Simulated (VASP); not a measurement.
Write the native input for VASP 6.6.1 that does the following.

- Task: single point
- Functional: BLYP
- Potentials or basis: VASP PAW PBE potentials, release 64 (Ru_pv)
- Cutoff: 520 eV
- k mesh: 14 × 14 × 14
- Occupations: fermi-dirac, width 0.1 eV
- Spin: no spin polarisation
- Dipole correction: no
- Further INCAR settings: ALGO = Normal; EDIFF = 1e-06; NBANDS = 13

The structure of Ru lies in POSCAR:

```
Ru
1.0
    2.4474447761      0.0000000000      0.0000000000
    0.0000000000      2.4474447761      0.0000000000
    0.0000000000      0.0000000000      2.4474447761
Ru
1
Direct
    0.0000000000      0.0000000000      0.0000000000
```

This cell differs from its parent crystal: volume scaled by 0.88.

These files were run (other wordings do the same):

INCAR

```
SYSTEM = Ru
PREC = Accurate ; ENCUT = 520
EDIFF = 1E-6 ; ISMEAR = -1
SIGMA = 0.1 ; LREAL = .False.
LASPH = .True. ; NELM = 100
ALGO = Normal ; ISIF = 2
LWAVE = .False. ; LCHARG = .False.
GGA = B5 ; ALDAX = 1.0
AGGAX = 1.0 ; AGGAC = 1.0
ALDAC = 0.0 ; NBANDS = 13
```

KPOINTS

```
regular mesh
0
Gamma
  14 14 14
  0 0 0
```

Potentials or basis: VASP PAW PBE potentials, release 64 (Ru_pv).

Command:

```sh
$ cat potpaw_PBE.64/Ru_pv/POTCAR > POTCAR
$ mpirun -np 1 vasp_std > vasp.out
```

It gave:

```
Pressure               : 34.0 GPa
Band gap on the k mesh : zero (band 7 reaches 16.48 eV, above the bottom of band 8 at 11.50 eV)
```

Caveat: the PAW data sets were made with another functional, which shifts forces and pressure a little.

Wall time 14 s on 1 thread of Intel Xeon 6975P-C (shared host), peak memory 0.13 GiB.
